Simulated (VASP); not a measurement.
Write the native input for VASP 6.6.1 that does the following.

| Property | Result |
| --- | --- |
| Task | electric field gradients |
| Functional | PBE |
| Potentials or basis | VASP PAW PBE potentials, release 64 (Se) |
| Cutoff | 520 eV |
| k mesh | 6 × 6 × 5 |
| Occupations | fermi-dirac, width 0.03 eV |
| Spin | no spin polarisation |
| Dipole correction | no |
| Further INCAR settings | ALGO = Normal; EDIFF = 1e-08; NBANDS = 16 |

The structure of Se lies in POSCAR:

```
Se
1.0
    4.3661999489      0.0000000000      0.0000000000
   -2.1830999745      3.7812400738      0.0000000000
    0.0000000000      0.0000000000      4.8049920000
Se
3
Direct
    0.2254000000      0.0000000000      0.3333333333
    0.0000000000      0.2254000000      0.6666666667
    0.7746000000      0.7746000000      0.0000000000
```

This cell differs from its parent crystal: zz strain of -3 %.

The input as run:

INCAR

```
PREC     = Accurate       # precision mode
ENCUT    = 520            # plane-wave cutoff, eV
EDIFF    = 1E-8           # SCF threshold, eV
ISMEAR   = -1             # smearing method
SIGMA    = 0.03           # smearing width, eV
LREAL    = F              # projectors in reciprocal space
LASPH    = T              # aspherical terms in the spheres
NELM     = 100            # most SCF steps
ALGO     = Normal         # electronic algorithm
ISIF     = 2              # what is computed and relaxed
LWAVE    = F              # write WAVECAR
LCHARG   = F              # write CHGCAR
GGA      = PE             # functional
LEFG     = T            
NBANDS   = 16             # bands
```

KPOINTS

```
regular mesh
0
Gamma
  6 6 5
```

Potentials or basis: VASP PAW PBE potentials, release 64 (Se).

The run is started by

```sh
$ cat potpaw_PBE.64/Se/POTCAR > POTCAR
$ mpirun -np 1 vasp_std > vasp.out
```

Results of the run:

The pressure is 5.7 GPa, the largest force is 0.840 eV/Å and the band gap on the k mesh is 1.25 eV, indirect (least direct gap 1.72 eV).

Caveat: the cell differs from its parent crystal (zz strain of -3 %); without QUAD_EFG the Cq values of the log hold for a quadrupole moment of 1 mb, not for the nuclei.

It took 84 s on 1 thread of AMD EPYC 7R13 (shared host), peak memory 0.15 GiB.
